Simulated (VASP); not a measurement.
# PbS (Immm) in VASP: relaxation of the atoms with PBEsol

Aim: the relaxation of the atoms of PbS with PBEsol.

Everything below comes from runs of VASP 6.6.1. Logs are shortened: lines on timing, memory, paths and dates and some standing lists are left out, and cuts for length are marked.

### 1 The cell of the first run

It takes space group Immm (No. 71, orthorhombic). Conventional cell: a = 4.133 Å, b = 4.200 Å, c = 5.845 Å, α = 90.00°, β = 90.00°, γ = 90.00°. Within 3.8 Å of Pb (site symmetry mmm) lie 6 S at 2.92 to 2.95 Å. Within 3.8 Å of S (site symmetry mmm) lie 6 Pb at 2.92 to 2.95 Å.

### 2 Relaxation of the atoms, PBEsol (strained cell)

Input file INCAR:

```
  PREC = Accurate
  ENCUT = 450
  EDIFF = 1E-7
  ISMEAR = 0
  SIGMA = 0.01
  LREAL = False
  LASPH = True
  NELM = 120
  ALGO = Normal
  ISIF = 2
  LWAVE = False
  LCHARG = False
  GGA = PS
  IBRION = 2
  NSW = 60
  EDIFFG = -0.002
  GGA_COMPAT = False
  NELMIN = 4
```

Input file KPOINTS:

```
regular mesh
0
Gamma
  10 10 10
```

Input file POSCAR:

```
PbS
1.0
    0.0236150859      2.9459819667      2.9223668808
    2.9459819667      0.0236150859      2.9223668808
    2.9695970526      2.9695970526      0.0000000000
Pb S
1 1
Direct
    0.0000000000      0.0000000000      0.0000000000
    0.5000000000      0.5000000000      0.5000000000
```

Potentials or basis: VASP PAW PBE potentials, release 64 (Pb_d, S).

Command:

```
$ cat potpaw_PBE.64/Pb_d/POTCAR potpaw_PBE.64/S/POTCAR > POTCAR
$ mpirun -np 1 vasp_std > vasp.out
```

OUTCAR:

```text
PREC = Accurate
   ENCUT = 450
   EDIFF = 1E-7
   ISMEAR = 0
   LREAL = False
   LASPH = True
   NELM = 120
   ISIF = 2
   GGA = PS
   IBRION = 2
   NSW = 60
   EDIFFG = -0.002
   NELMIN = 4

 ion  position               nearest neighbor table
   1  0.000  0.000  0.000-   2 2.92   2 2.92   2 2.95   2 2.95   2 2.95   2 2.95
   2  0.500  0.500  0.500-   1 2.92   1 2.92   1 2.95   1 2.95   1 2.95   1 2.95

  LATTYP: Found a body centered orthorhombic cell.
 ALAT       =     4.1328508771
 B/A-ratio  =     1.0161616162
 C/A-ratio  =     1.4142135624

  Lattice vectors:

 A1 = (   2.9459819667,   0.0236150859,  -2.9223668808)
 A2 = (  -2.9459819667,  -0.0236150859,  -2.9223668808)
 A3 = (   0.0236150859,   2.9459819667,   2.9223668808)

Analysis of symmetry for initial positions (statically):
=====================================================================
 Subroutine PRICEL returns:
 Original cell was already a primitive cell.

 Routine SETGRP: Setting up the symmetry group for a
 body centered orthorhombic supercell.

 Subroutine GETGRP returns: Found  8 space group operations
 (whereof  8 operations were pure point group operations)
 out of a pool of  8 trial point group operations.

The static configuration has the point symmetry D_2h.

Analysis of symmetry for dynamics (positions and initial velocities):
=====================================================================
 Subroutine PRICEL returns:
 Original cell was already a primitive cell.

 Routine SETGRP: Setting up the symmetry group for a
 body centered orthorhombic supercell.

 Subroutine GETGRP returns: Found  8 space group operations
 (whereof  8 operations were pure point group operations)
 out of a pool of  8 trial point group operations.

The dynamic configuration has the point symmetry D_2h.

 Subroutine INISYM returns: Found  8 space group operations
 (whereof  8 operations are pure point group operations),
 and found     1 'primitive' translations

----------------------------------------------------------------------------------------

                                     Primitive cell

  volume of cell :      50.7221

  direct lattice vectors                    reciprocal lattice vectors
     0.023615086  2.945981967  2.922366881    -0.171094192  0.171094192  0.171094192
     2.945981967  0.023615086  2.922366881     0.171094192 -0.171094192  0.171094192
     2.969597053  2.969597053  0.000000000     0.168373012  0.168373012 -0.171094192

  length of vectors
     4.149650058  4.149650058  4.199644427     0.296343833  0.296343833  0.293210104
[... 95 lines left out ...]
   EFERMI =   0.00;   METHOD = LEGACY
   ISMEAR =     0;   SIGMA  =   0.01  broadening in eV -4-tet -1-fermi 0-gaus
   EFERMI_NEDOS =   21; number of points for ismear=-14 and -15
   IALGO  =     38    algorithm
   IMIX   =      4    mixing-type and parameters
     AMIX     =   0.40;   BMIX     =  1.00
     AMIX_MAG =   1.60;   BMIX_MAG =  1.00
  volume/ion in A,a.u.               =      25.36       171.14
  Fermi-wavevector in a.u.,A,eV,Ry     =   1.200473  2.268566 19.607847  1.441136
  Thomas-Fermi vector in A             =   2.336308
   LORBIT       =      0    0 simple, 1 ext, 2 COOP (PROOUT), +10 PAW based schemes
   GGA     = PS    functional components
   LHFCALC =     F    Hartree Fock is set to
   AEXX    =    0.0000 exact exchange contribution
   IVDW    =     0    specifies the selected vdW correction
   LEPSILON=     F    determine dielectric tensor
   LRPA    =     F    only Hartree local field effects (RPA)
 conjugate gradient relaxation of ions
 non-spin polarized calculation
 Gauss-broadening in eV      SIGMA  =   0.01
  energy-cutoff  :      450.00
  volume of cell :       50.72
 maximum number of plane-waves:      1113
 NGX is ok and might be reduce to    30
   NGX = 15   NGY = 15   NGZ = 15

 number of electron      20.0000001 magnetization

 Free energy of the ion-electron system (eV)
  ---------------------------------------------------
  ext. energy  EPLUGINS =         0.00000000
  ---------------------------------------------------
  free energy    TOTEN  =        -9.45288741 eV

  energy without entropy =       -9.45288741  energy(sigma->0) =       -9.45288741

 E-fermi :   6.1653     XC(G=0): -10.0195

 val. band max:        6.1331209991   @ k =  -0.0000  -0.0000   0.5000
 cond. band min:       6.1974295109   @ k =   0.5000   0.0000   0.0000
 fundamental gap:      0.0643085118
 Fermi energy:         6.1652734992

 k-point     1 :       0.0000    0.0000    0.0000
  band No.  band energies     occupation
      1     -10.7316      2.00000
      2     -10.7289      2.00000
      3     -10.7281      2.00000
      4     -10.7191      2.00000
      5     -10.7129      2.00000
      6      -7.7986      2.00000
      7       0.0582      2.00000
      8       3.7071      2.00000
      9       3.7159      2.00000
     10       3.8367      2.00000
     11      11.2431      0.00000
     12      11.2502      0.00000
     13      11.4325      0.00000
     14      12.5158      0.00000
[... 377 lines left out ...]
      1     -10.8416      2.00000
      2     -10.7502      2.00000
      3     -10.7014      2.00000
      4     -10.6773      2.00000
      5     -10.6693      2.00000
      6      -6.4198      2.00000
      7      -1.6796      2.00000
      8       2.2965      2.00000
      9       2.6748      2.00000
     10       3.0108      2.00000
     11       9.7601      0.00000
     12      10.1438      0.00000
     13      10.9696      0.00000
     14      11.4362      0.00000

 [... further k-points ...]

------------------------ aborting loop because EDIFF is reached ----------------------------------------

  FORCE on cell =-STRESS in cart. coord.  units (eV):
  Direction    XX          YY          ZZ          XY          YZ          ZX
  --------------------------------------------------------------------------------------
  -------------------------------------------------------------------------------------
  Total        0.1516974      0.1516974      0.5161275     -0.0997285     -0.0000000     -0.0000000
  in kB        4.7917234      4.7917234     16.3031147     -3.1501606     -0.0000000     -0.0000000
  external PRESSURE =       8.6288538 kB  Pullay stress =       0.0000000 kB

 VOLUME and BASIS-vectors are now :
 -----------------------------------------------------------------------------
  energy-cutoff  :      450.00
  volume of cell :       50.72
      direct lattice vectors                 reciprocal lattice vectors
     0.023615086  2.945981967  2.922366881    -0.171094192  0.171094192  0.171094192
     2.945981967  0.023615086  2.922366881     0.171094192 -0.171094192  0.171094192
     2.969597053  2.969597053  0.000000000     0.168373012  0.168373012 -0.171094192

 POSITION                                       TOTAL-FORCE (eV/Angst)
 -----------------------------------------------------------------------------------
      0.00000      0.00000      0.00000        -0.000000      0.000000      0.000000
      2.96960      2.96960      2.92237         0.000000     -0.000000     -0.000000
 -----------------------------------------------------------------------------------
    total drift:                               -0.000000      0.000000      0.000000

  FREE ENERGIE OF THE ION-ELECTRON SYSTEM (eV)
  ---------------------------------------------------
  free  energy   TOTEN  =        -9.4528874142 eV

  energy  without entropy=       -9.4528874135  energy(sigma->0) =       -9.45288741

 reached required accuracy - stopping structural energy minimisation
```

OSZICAR:

```text
N       E                     dE             d eps       ncg     rms          rms(c)
DAV:   1     0.151682439722E+03    0.15168E+03   -0.91334E+03  4788   0.136E+03
DAV:   2     0.260632828039E+01   -0.14908E+03   -0.14566E+03  5124   0.344E+02
DAV:   3    -0.954013420828E+01   -0.12146E+02   -0.12020E+02  6232   0.102E+02
DAV:   4    -0.982799284829E+01   -0.28786E+00   -0.28770E+00  5386   0.187E+01
DAV:   5    -0.983861322773E+01   -0.10620E-01   -0.10620E-01  6800   0.343E+00    0.461E+00
DAV:   6    -0.945662561403E+01    0.38199E+00   -0.11508E+00  7368   0.918E+00    0.312E+00
DAV:   7    -0.945312204471E+01    0.35036E-02   -0.11816E-01  5180   0.206E+00    0.165E+00
DAV:   8    -0.945305088821E+01    0.71157E-04   -0.11190E-02  5508   0.133E+00    0.126E-01
DAV:   9    -0.945282397433E+01    0.22691E-03   -0.20122E-03  7478   0.441E-01    0.768E-02
DAV:  10    -0.945288863578E+01   -0.64661E-04   -0.17051E-04  5172   0.915E-02    0.332E-02
DAV:  11    -0.945288723956E+01    0.13962E-05   -0.27241E-05  6362   0.655E-02    0.100E-02
DAV:  12    -0.945288742973E+01   -0.19018E-06   -0.18990E-06  6324   0.181E-02    0.197E-03
DAV:  13    -0.945288741423E+01    0.15502E-07   -0.11994E-07  3282   0.399E-03
   1 F= -.94528874E+01 E0= -.94528874E+01  d E =-.945289E+01
```

CONTCAR:

```text
PbS
   1.00000000000000
     0.0236150859000000    2.9459819666999998    2.9223668807999998
     2.9459819666999998    0.0236150859000000    2.9223668807999998
     2.9695970526000002    2.9695970526000002    0.0000000000000000
  Pb              S
     1     1
Direct
     0.0000000000000000    0.0000000000000000    0.0000000000000000
     0.5000000000000000    0.5000000000000000    0.5000000000000000

  0.00000000E+00  0.00000000E+00  0.00000000E+00
  0.00000000E+00  0.00000000E+00  0.00000000E+00
```

Run time: 2.9 min. Hardware: 1 thread of Intel Xeon 8259CL, shared host; peak memory 0.24 GiB.

Results:

```yaml
Free_energy: -9.4529 eV
Pressure_after_relaxing: 0.9 GPa
Band_gap_on_the_k_mesh: 0.06 eV (least direct gap 0.13 eV)
```

Stress tensor (GPa, compression positive):
```
 0.48 -0.32  0.00
-0.32  0.48  0.00
 0.00  0.00  1.63
```

Final structure:
```
Pb S
1.0
     0.02362    2.94598    2.92237
     2.94598    0.02362    2.92237
     2.96960    2.96960    0.00000
Pb S
1 1
Direct
  0.00000 0.00000 0.00000
  0.50000 0.50000 0.50000
```

Levels at points of the mesh, in eV from the valence-band top:
| k point | band 7 | band 8 | band 9 | band 10 | band 11 | band 12 | band 13 | band 14 |
| --- | --- | --- | --- | --- | --- | --- | --- | --- |
| (0.00, 0.00, 0.00) | -6.07 | -2.43 | -2.42 | -2.30 | 5.11 | 5.12 | 5.30 | 6.38 |
| (0.50, 0.00, 0.00) | -9.11 | -2.00 | -1.96 | -0.06 | 0.06 | 1.66 | 1.77 | 8.47 |
| (0.50, 0.50, 0.00) | -7.38 | -5.58 | -3.81 | -3.65 | 3.51 | 5.61 | 5.65 | 5.66 |
| (0.00, 0.00, 0.50) | -9.17 | -1.95 | -1.93 | 0.00 | 0.15 | 1.81 | 1.81 | 8.45 |
| (0.50, 0.00, 0.50) | -7.34 | -5.57 | -3.76 | -3.67 | 3.54 | 5.45 | 5.67 | 5.79 |

Caveat: the cell differs from its parent crystal (strained cell); the PAW data sets were made with another functional, which shifts forces and pressure a little; spin-orbit coupling is left out, which moves the levels of the heavy elements. A k mesh can miss the band edges.
